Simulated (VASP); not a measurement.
Input of a VASP 6.6.1 run:

Contents of INCAR:

```
  ALGO = Normal
  EDIFF = 1E-6
  ENCUT = 520
  GGA = PE
  ISIF = 2
  ISMEAR = -1
  LASPH = T
  LCHARG = T
  LELF = T
  LREAL = F
  LVHAR = T
  LWAVE = F
  NBANDS = 16
  NELM = 100
  PREC = Accurate
  SIGMA = 0.05
```

Contents of KPOINTS:

```
k-points
0
Gamma
  12 12 12
```

File POSCAR:

```
AlRu
1.0
    2.9916000000      0.0000000000      0.0000000000
    0.0000000000      2.9916000000      0.0000000000
    0.0000000000      0.0000000000      2.9916000000
Al Ru
1 1
Direct
    0.0000000000      0.0000000000      0.0000000000
    0.5000000000      0.5000000000      0.5000000000
```

Potentials or basis: VASP PAW PBE potentials, release 64 (Al, Ru_pv).

Command:

```bash
$ cat potpaw_PBE.64/Al/POTCAR potpaw_PBE.64/Ru_pv/POTCAR > POTCAR
$ mpirun -np 1 vasp_std > vasp.out
```

Problem. Estimate the band gap on the k mesh.

Solution. Zero (an odd number of electrons rules out a gap without spin polarisation).

Problem. What does it give for the pressure?

Solution. 2.4 GPa.
